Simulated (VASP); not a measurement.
# Sb in VASP: notebook, part 2 of 3

VASP 6.6.1. The steps go on from the part before.

### Step 4. Electric field gradients, PBE (31.19 Å³/atom)

This run uses another cell than the first one, of 31.19 Å³/atom.

Input file INCAR:

```
SYSTEM = Sb
PREC = Accurate ; ENCUT = 520
EDIFF = 1E-8 ; ISMEAR = -1
SIGMA = 0.05 ; LREAL = .FALSE.
LASPH = .TRUE. ; NELM = 80
ALGO = Normal ; ISIF = 2
LWAVE = .FALSE. ; LCHARG = .FALSE.
GGA = PE ; LEFG = .TRUE.
NBANDS = 12
```

Input file KPOINTS:

```
regular mesh
0
G
  9 9 9
  0 0 0
```

Input file POSCAR:

```
Sb
1.0
    2.1789009502      1.2579890502      3.7932688079
   -2.1789009502      1.2579890502      3.7932688079
    0.0000000000     -2.5159781002      3.7932688079
Sb
2
Direct
    0.2336400000      0.2336400000      0.2336400000
    0.7663600000      0.7663600000      0.7663600000
```

Potentials or basis: VASP PAW PBE potentials, release 64 (Sb).

Started as:

```sh
$ cat potpaw_PBE.64/Sb/POTCAR > POTCAR
$ mpirun -np 1 vasp_std > vasp.out
```

OUTCAR:

```text
SYSTEM = Sb
   PREC = Accurate
   ENCUT = 520
   EDIFF = 1E-8
   ISMEAR = -1
   LREAL = .FALSE.
   LASPH = .TRUE.
   NELM = 80
   ISIF = 2
   GGA = PE

 ion  position               nearest neighbor table
   1  0.234  0.234  0.234-   2 2.94   2 2.94   2 2.94   2 3.39   2 3.39   2 3.39
   2  0.766  0.766  0.766-   1 2.94   1 2.94   1 2.94   1 3.39   1 3.39   1 3.39

  LATTYP: Found a trigonal (rhomboedric) cell.
 ALAT       =     4.5518165660
 COS(alpha) =     0.5417151843

  Lattice vectors:

 A1 = (   2.1789009502,   1.2579890502,   3.7932688079)
 A2 = (  -2.1789009502,   1.2579890502,   3.7932688079)
 A3 = (   0.0000000000,  -2.5159781002,   3.7932688079)

Analysis of symmetry for initial positions (statically):
=====================================================================
 Subroutine PRICEL returns:
 Original cell was already a primitive cell.

 Routine SETGRP: Setting up the symmetry group for a
 trigonal (rhombohedral) supercell.

 Subroutine GETGRP returns: Found 12 space group operations
 (whereof 12 operations were pure point group operations)
 out of a pool of 12 trial point group operations.

The static configuration has the point symmetry D_3d.

Analysis of symmetry for dynamics (positions and initial velocities):
=====================================================================
 Subroutine PRICEL returns:
 Original cell was already a primitive cell.

 Routine SETGRP: Setting up the symmetry group for a
 trigonal (rhombohedral) supercell.

 Subroutine GETGRP returns: Found 12 space group operations
 (whereof 12 operations were pure point group operations)
[... 506 lines left out ...]
      3       1.7963      2.00000
      4       3.3407      2.00000
      5       3.3953      2.00000
      6       8.5477      0.00000
      7      11.5736      0.00000
      8      12.1588      0.00000
      9      13.0946      0.00000
     10      15.3600      0.00000
     11      16.4087      0.00000
     12      17.5791      0.00000

 [... further k-points ...]

------------------------ aborting loop because EDIFF is reached ----------------------------------------

  FORCE on cell =-STRESS in cart. coord.  units (eV):
  Direction    XX          YY          ZZ          XY          YZ          ZX
  --------------------------------------------------------------------------------------
  -------------------------------------------------------------------------------------
  Total        0.3446340      0.3446340      0.3025682      0.0000000      0.0000000      0.0000000
  in kB        8.8509411      8.8509411      7.7706016      0.0000000      0.0000000      0.0000000
  external PRESSURE =       8.4908280 kB  Pullay stress =       0.0000000 kB

 VOLUME and BASIS-vectors are now :
 -----------------------------------------------------------------------------
  energy-cutoff  :      520.00
  volume of cell :       62.38
      direct lattice vectors                 reciprocal lattice vectors
     2.178900950  1.257989050  3.793268808     0.229473488  0.132486580  0.087874957
    -2.178900950  1.257989050  3.793268808    -0.229473488  0.132486580  0.087874957
     0.000000000 -2.515978100  3.793268808     0.000000000 -0.264973160  0.087874957

 POSITION                                       TOTAL-FORCE (eV/Angst)
 -----------------------------------------------------------------------------------
      0.00000      0.00000      2.65878         0.000000      0.000000      0.038498
      0.00000      0.00000      8.72103         0.000000     -0.000000     -0.038498
 -----------------------------------------------------------------------------------
    total drift:                                0.000000     -0.000000      0.000000

  FREE ENERGIE OF THE ION-ELECTRON SYSTEM (eV)
  ---------------------------------------------------
  free  energy   TOTEN  =        -8.2790881834 eV

  energy  without entropy=       -8.2778003035  energy(sigma->0) =       -8.27844424

 Electric field gradients (V/A^2)
---------------------------------------------------------------------
 ion       V_xx      V_yy      V_zz      V_xy      V_xz      V_yz
---------------------------------------------------------------------
   1      22.838    22.838   -45.677     0.000    -0.000    -0.000
   2      22.838    22.838   -45.677     0.000    -0.000    -0.000
---------------------------------------------------------------------

 Electric field gradients after diagonalization (V/A^2)
 (convention: |V_zz| > |V_xx| > |V_yy|)
----------------------------------------------------------------------
 ion       V_xx      V_yy      V_zz     asymmetry (V_yy - V_xx)/ V_zz
----------------------------------------------------------------------
   1      22.838    22.838   -45.677       0.000
   2      22.838    22.838   -45.677       0.000
----------------------------------------------------------------------

           NMR quadrupolar parameters

 Cq : quadrupolar parameter    Cq=e*Q*V_zz/h
 eta: asymmetry parameters     (V_yy - V_xx)/ V_zz
 Q  : nuclear electric quadrupole moment in mb (millibarn)
----------------------------------------------------------------------
 ion       Cq(MHz)       eta       Q (mb)
----------------------------------------------------------------------
   1      -0.110       0.000       1.000
   2      -0.110       0.000       1.000
----------------------------------------------------------------------
```

stdout:

```text
POSCAR found type information on POSCAR Sb
 POSCAR found :  1 types and       2 ions
 scaLAPACK will be used
 LDA part: xc-table for (Slater+PW92), standard interpolation
 POSCAR, INCAR and KPOINTS ok, starting setup
 FFT: planning ... GRIDC
 FFT: planning ... GRID_SOFT
 FFT: planning ... GRID
 WAVECAR not read
 entering main loop
ion   1

ion   2
```

Wall time 29 s (1 thread of AMD EPYC 9R45 (Zen 5), shared host); peak memory 0.2 GiB.

Results:

| Item | Value |
| --- | --- |
| Free energy | -8.2791 eV |
| Pressure | 0.8 GPa |
| Largest force | 0.038 eV/Å |
| Largest electric field gradient by atom | Sb -45.7 V/Å² |

Forces on the atoms (eV/Å):
```
Sb   0.000  0.000  0.038
Sb   0.000  0.000 -0.038
```

Levels at points of the mesh, in eV from the Fermi level:
```csv
k point,band 2,band 3,band 4,band 5,band 6,band 7,band 8,band 9
"(0.00, 0.00, 0.00)",-4.92,-1.94,-1.71,-1.71,2.09,2.68,2.68,5.14
```

Electric field gradients, principal values (V/Å²):
```
atom   least  middle  greatest (by size)
1 Sb  22.838  22.838             -45.677
2 Sb  22.838  22.838             -45.677
```

Caveat: without QUAD_EFG the Cq values of the log hold for a quadrupole moment of 1 mb, not for the nuclei; spin-orbit coupling is left out, which moves the levels of the heavy elements.

### Step 5. Electric field gradients, PBE (31.49 Å³/atom)

This run uses another cell than the first one, of 31.49 Å³/atom.

Input file INCAR:

```
SYSTEM = Sb
  PREC = Accurate
  ENCUT = 520
  EDIFF = 1E-8
  ISMEAR = -1
  SIGMA = 0.05
  LREAL = .FALSE.
  LASPH = .TRUE.
  NELM = 80
  ALGO = Normal
  ISIF = 2
  LWAVE = .FALSE.
  LCHARG = .FALSE.
  GGA = PE
  LEFG = .TRUE.
  NBANDS = 12
```

KPOINTS is that of step 4.

Input file POSCAR:

```
Sb
1.0
    2.1858623424      1.2620082118      3.8053879599
   -2.1858623424      1.2620082118      3.8053879599
    0.0000000000     -2.5240164235      3.8053879599
Sb
2
Direct
    0.2336400000      0.2336400000      0.2336400000
    0.7663600000      0.7663600000      0.7663600000
```

Potentials or basis: VASP PAW PBE potentials, release 64 (Sb).

Started as:

```sh
$ cat potpaw_PBE.64/Sb/POTCAR > POTCAR
$ mpirun -np 1 vasp_std > vasp.out
```

OUTCAR:

```text
SYSTEM = Sb
   PREC = Accurate
   ENCUT = 520
   EDIFF = 1E-8
   ISMEAR = -1
   LREAL = .FALSE.
   LASPH = .TRUE.
   NELM = 80
   ISIF = 2
   GGA = PE

 ion  position               nearest neighbor table
   1  0.234  0.234  0.234-   2 2.95   2 2.95   2 2.95   2 3.40   2 3.40   2 3.40
   2  0.766  0.766  0.766-   1 2.95   1 2.95   1 2.95   1 3.40   1 3.40   1 3.40

  LATTYP: Found a trigonal (rhomboedric) cell.
 ALAT       =     4.5663592097
 COS(alpha) =     0.5417151843

  Lattice vectors:

 A1 = (   2.1858623424,   1.2620082118,   3.8053879599)
 A2 = (  -2.1858623424,   1.2620082118,   3.8053879599)
 A3 = (   0.0000000000,  -2.5240164235,   3.8053879599)

Analysis of symmetry for initial positions (statically):
=====================================================================
 Subroutine PRICEL returns:
 Original cell was already a primitive cell.

 Routine SETGRP: Setting up the symmetry group for a
[... 549 lines left out ...]
  energy-cutoff  :      520.00
  volume of cell :       62.98
      direct lattice vectors                 reciprocal lattice vectors
     2.185862342  1.262008212  3.805387960     0.228742675  0.132064645  0.087595099
    -2.185862342  1.262008212  3.805387960    -0.228742675  0.132064645  0.087595099
     0.000000000 -2.524016423  3.805387960     0.000000000 -0.264129290  0.087595099

 POSITION                                       TOTAL-FORCE (eV/Angst)
 -----------------------------------------------------------------------------------
      0.00000      0.00000      2.66727         0.000000     -0.000000     -0.007807
      0.00000      0.00000      8.74889         0.000000      0.000000      0.007807
 -----------------------------------------------------------------------------------
    total drift:                                0.000000     -0.000000      0.000000

  FREE ENERGIE OF THE ION-ELECTRON SYSTEM (eV)
  ---------------------------------------------------
  free  energy   TOTEN  =        -8.2812923321 eV

  energy  without entropy=       -8.2800872410  energy(sigma->0) =       -8.28068979

 Electric field gradients (V/A^2)
---------------------------------------------------------------------
 ion       V_xx      V_yy      V_zz      V_xy      V_xz      V_yz
---------------------------------------------------------------------
   1      22.782    22.782   -45.564     0.000    -0.000    -0.000
   2      22.782    22.782   -45.564    -0.000    -0.000    -0.000
---------------------------------------------------------------------

 Electric field gradients after diagonalization (V/A^2)
 (convention: |V_zz| > |V_xx| > |V_yy|)
----------------------------------------------------------------------
 ion       V_xx      V_yy      V_zz     asymmetry (V_yy - V_xx)/ V_zz
----------------------------------------------------------------------
   1      22.782    22.782   -45.564       0.000
   2      22.782    22.782   -45.564       0.000
----------------------------------------------------------------------

           NMR quadrupolar parameters

 Cq : quadrupolar parameter    Cq=e*Q*V_zz/h
 eta: asymmetry parameters     (V_yy - V_xx)/ V_zz
 Q  : nuclear electric quadrupole moment in mb (millibarn)
----------------------------------------------------------------------
 ion       Cq(MHz)       eta       Q (mb)
----------------------------------------------------------------------
   1      -0.110       0.000       1.000
   2      -0.110       0.000       1.000
----------------------------------------------------------------------
```

OSZICAR:

```text
N       E                     dE             d eps       ncg     rms          rms(c)
DAV:   1     0.352557809481E+02    0.35256E+02   -0.35201E+03  2040   0.652E+02
DAV:   2    -0.619548418263E+01   -0.41451E+02   -0.39655E+02  2692   0.106E+02
DAV:   3    -0.826188322284E+01   -0.20664E+01   -0.20502E+01  2532   0.262E+01
DAV:   4    -0.828069989842E+01   -0.18817E-01   -0.18814E-01  2336   0.296E+00
DAV:   5    -0.828093551804E+01   -0.23562E-03   -0.23562E-03  2536   0.368E-01    0.282E+00
DAV:   6    -0.828103529235E+01   -0.99774E-04   -0.22757E-03  2400   0.325E-01    0.169E+00
DAV:   7    -0.828113729407E+01   -0.10200E-03   -0.55545E-03  2420   0.496E-01    0.850E-02
DAV:   8    -0.828126258872E+01   -0.12529E-03   -0.16434E-04  2512   0.777E-02    0.240E-02
DAV:   9    -0.828129120981E+01   -0.28621E-04   -0.40281E-05  2400   0.380E-02    0.437E-03
DAV:  10    -0.828129197335E+01   -0.76355E-06   -0.39052E-06  2488   0.107E-02    0.143E-03
DAV:  11    -0.828129204853E+01   -0.75180E-07   -0.39211E-07  2424   0.401E-03    0.979E-04
DAV:  12    -0.828129231322E+01   -0.26469E-06   -0.54650E-08  2444   0.128E-03    0.161E-04
DAV:  13    -0.828129233733E+01   -0.24110E-07   -0.53782E-09  1804   0.447E-04    0.607E-05
DAV:  14    -0.828129233210E+01    0.52320E-08   -0.50062E-10  1296   0.161E-04
   1 F= -.82812923E+01 E0= -.82806898E+01  d E =-.120509E-02
```

It took 30 s on 1 thread of AMD EPYC 9R45 (Zen 5), shared host; peak memory 0.2 GiB.

Results:

```yaml
Free_energy: -8.2813 eV
Pressure: 0.3 GPa
Largest_force: 0.008 eV/Å
Largest_electric_field_gradient_by_atom: Sb -45.6 V/Å²
```

Forces in eV/Å, atoms in the order of the input:
```
Sb   0.000  0.000 -0.008
Sb   0.000  0.000  0.008
```

Electric field gradients, principal values (V/Å²):
| atom | least | middle | greatest (by size) |
| --- | --- | --- | --- |
| 1 Sb | 22.782 | 22.782 | -45.564 |
| 2 Sb | 22.782 | 22.782 | -45.564 |

Caveat: without QUAD_EFG the Cq values of the log hold for a quadrupole moment of 1 mb, not for the nuclei; spin-orbit coupling is left out, which moves the levels of the heavy elements.

(Part 2 of 3 ends here.)
